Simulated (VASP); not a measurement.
Wanted: the native input for a VASP 6.6.1 run.

```
Task                   : single point
Functional             : PBE
Potentials or basis    : VASP PAW PBE potentials, release 64 (Ba_sv, H)
Cutoff                 : 520 eV
k mesh                 : 3 × 3 × 4
Occupations            : gaussian, width 0.1 eV
Spin                   : no spin polarisation
Dipole correction      : no
Further INCAR settings : ALGO = Normal; EDIFF = 1e-07; NBANDS = 42
```

The structure of Ba2H lies in POSCAR:

```
Ba2H
1.0
    6.8535063044      0.0000000000      0.0000000000
   -3.4267531521      5.9353105645      0.0000000000
    0.0000000000      0.0000000000      7.5392541995
Ba H
6 3
Direct
    0.4169000000      0.2659000000      0.1196000000
    0.7341000000      0.1510000000      0.7862666667
    0.8490000000      0.5831000000      0.4529333333
    0.2659000000      0.4169000000      0.8804000000
    0.1510000000      0.7341000000      0.2137333333
    0.5831000000      0.8490000000      0.5470666667
    0.4687000000      0.0000000000      0.6666666667
    0.0000000000      0.4687000000      0.3333333333
    0.5313000000      0.5313000000      0.0000000000
```

The input as run:

INCAR

```
SYSTEM = Ba2H
PREC = Accurate
ENCUT = 520
EDIFF = 1E-7
ISMEAR = 0
SIGMA = 0.1
LREAL = .False.
LASPH = .True.
NELM = 80
ALGO = Normal
ISIF = 2
LWAVE = .False.
LCHARG = .True.
GGA = PE
LELF = .True.
LVHAR = .True.
NBANDS = 42
```

KPOINTS

```
regular mesh
0
Gamma
  3 3 4
  0 0 0
```

Potentials or basis: VASP PAW PBE potentials, release 64 (Ba_sv, H).

Launch:

```bash
$ cat potpaw_PBE.64/Ba_sv/POTCAR potpaw_PBE.64/H/POTCAR > POTCAR
$ mpirun -np 1 vasp_std > vasp.out
```

It gave:

The pressure is 18.4 GPa and the largest force is 10.263 eV/Å. The band gap on the k mesh is zero (an odd number of electrons rules out a gap without spin polarisation).

Caveat: the cell stands under pressure; spin-orbit coupling is left out, which moves the levels of the heavy elements; forces of over 1 eV/Å act on the atoms, so gaps and moduli don't describe the material at rest.

It took 5.1 min on 1 thread of AMD EPYC 9755 128-Core Processor, on a shared host, peak memory 0.41 GiB.
